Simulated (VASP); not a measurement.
A run of VASP 6.6.1 is set up as follows.

The input INCAR:

```
SYSTEM = Ag16HCl
  PREC = Accurate
  ENCUT = 520
  EDIFF = 1E-7
  ISMEAR = 0
  SIGMA = 0.1
  LREAL = Auto
  LASPH = .TRUE.
  NELM = 80
  ALGO = Normal
  ISIF = 2
  LWAVE = .FALSE.
  LCHARG = .FALSE.
  LDIPOL = .TRUE.
  IDIPOL = 3
  DIPOL = 0.5 0.5 0.464
  GGA = PE
  NBANDS = 107
```

Contents of KPOINTS:

```
Automatic mesh
0
G
  3 3 1
  0 0 0
```

Contents of POSCAR:

```
Ag16HCl
1.0
    5.8650143192      0.0000000000      0.0000000000
    0.0000000000      5.8650143192      0.0000000000
    0.0000000000      0.0000000000     25.3534870953
Ag Cl H
16 1 1
Direct
    0.2500000000      0.2500000000      0.3155384492
    0.2500000000      0.7500000000      0.3155384492
    0.7500000000      0.2500000000      0.3155384492
    0.7500000000      0.7500000000      0.3155384492
    0.5000000000      0.5000000000      0.3973258456
    0.5000000000      0.0000000000      0.3973258456
    0.0000000000      0.5000000000      0.3973258456
    0.0000000000      0.0000000000      0.3973258456
    0.7498780988      0.7497810598      0.4789805098
    0.7497872235      0.2491715502      0.4787524240
    0.2498855635      0.7498049600      0.4789417583
    0.2500414731      0.2491451626      0.4787669200
   -0.0002469582     -0.0007949148      0.5587785391
   -0.0000906260      0.4979653003      0.5585458485
    0.4998489715      0.0000307686      0.5585737985
    0.4997431924      0.4989012966      0.5586421166
    0.0381413310      0.0987205357      0.6925441000
    0.0203228687      0.2401448779      0.6530782679
```

Potentials or basis: VASP PAW PBE potentials, release 64 (Ag, Cl, H).

Launch:

```console
$ cat potpaw_PBE.64/Ag/POTCAR potpaw_PBE.64/Cl/POTCAR potpaw_PBE.64/H/POTCAR > POTCAR
$ mpirun -np 1 vasp_std > vasp.out
```

What does it give for the band gap on the k mesh?

Zero (bands 92 and 93 overlap by 0.04 eV).

Estimate the largest force.

0.134 eV/Å.

Forces in eV/Å, atoms in the order of the input:
```
Ag   0.008 -0.012  0.131
Ag   0.009  0.012  0.132
Ag  -0.009 -0.012  0.130
Ag  -0.009  0.012  0.131
Ag   0.000  0.002 -0.115
Ag  -0.001 -0.009 -0.134
Ag  -0.001  0.002 -0.116
Ag  -0.001 -0.009 -0.125
Ag  -0.001 -0.001 -0.005
Ag  -0.001  0.002 -0.005
Ag   0.002 -0.001 -0.004
Ag   0.000  0.001 -0.006
Ag  -0.003  0.001 -0.002
Ag  -0.005  0.002 -0.005
Ag   0.004 -0.001 -0.004
Ag   0.004  0.001 -0.004
Cl  -0.013  0.081 -0.091
H    0.015 -0.072  0.092
```
